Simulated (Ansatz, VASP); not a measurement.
**Si in VASP and in Ansatz**

```
Si
1.0
     0.00000    2.71547    2.71547
     2.71547    0.00000    2.71547
     2.71547    2.71547    0.00000
Si
2
Cartesian
  0.0000 0.0000 0.0000
  1.3577 1.3577 1.3577
```

Alike in both runs: task single point; functional PBE; k mesh 12 × 12 × 12; occupations gaussian, width 0.02 eV; no spin polarisation.

|  | VASP | Ansatz |
| --- | --- | --- |
| version | VASP 6.6.1 | Ansatz 0.2.0 |
| potentials or method | VASP PAW PBE potentials, release 64 (Si), cutoff 500 eV | scalar-relativistic, plane waves, PAW |
| valence electrons in the cell | 8 | 8 |

```tsv
	VASP	Ansatz	Ansatz less VASP
gap on the k mesh at the Fermi level (eV)	0.57	0.57	-0.002
least direct gap on the mesh (eV)	2.57	2.56	-0.005
pressure (GPa)	1.9	2.0	+0.08
```
